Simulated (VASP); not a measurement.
Wanted: the native input for a VASP 6.6.1 run.

| Item | Value |
| --- | --- |
| Task | single point |
| Functional | PBE |
| Potentials or basis | VASP PAW PBE potentials, release 64 (Cd, Te) |
| Cutoff | 520 eV |
| k mesh | 10 × 10 × 10 |
| Occupations | gaussian, width 0.05 eV |
| Spin | no spin polarisation |
| Dipole correction | no |
| Further INCAR settings | ALGO = Normal; EDIFF = 1e-07; NBANDS = 16 |

The structure of CdTe lies in POSCAR:

```
CdTe
1.0
    0.0000000000      3.3526349513      3.3526349513
    3.3526349513      0.0000000000      3.3526349513
    3.3526349513      3.3526349513      0.0000000000
Cd Te
1 1
Direct
    0.0000000000      0.0000000000      0.0000000000
    0.2500000000      0.2500000000      0.2500000000
```

The input as run:

INCAR

```
SYSTEM = CdTe
PREC = Accurate
ENCUT = 520
EDIFF = 1E-7
ISMEAR = 0
SIGMA = 0.05
LREAL = .FALSE.
LASPH = .TRUE.
NELM = 80
ALGO = Normal
ISIF = 2
LWAVE = .FALSE.
LCHARG = .FALSE.
GGA = PE
NBANDS = 16
```

KPOINTS

```
Automatic mesh
0
G
  10 10 10
  0 0 0
```

Potentials or basis: VASP PAW PBE potentials, release 64 (Cd, Te).

Launch:

```bash
$ cat potpaw_PBE.64/Cd/POTCAR potpaw_PBE.64/Te/POTCAR > POTCAR
$ mpirun -np 1 vasp_std > vasp.out
```

It gave:

```
Pressure               : -1.2 GPa
Band gap on the k mesh : 0.47 eV
```

Caveat: spin-orbit coupling is left out, which moves the levels of the heavy elements.

Run time: 95 s on 1 thread of Intel Xeon 8259CL, with other jobs on the host, peak memory 0.24 GiB.
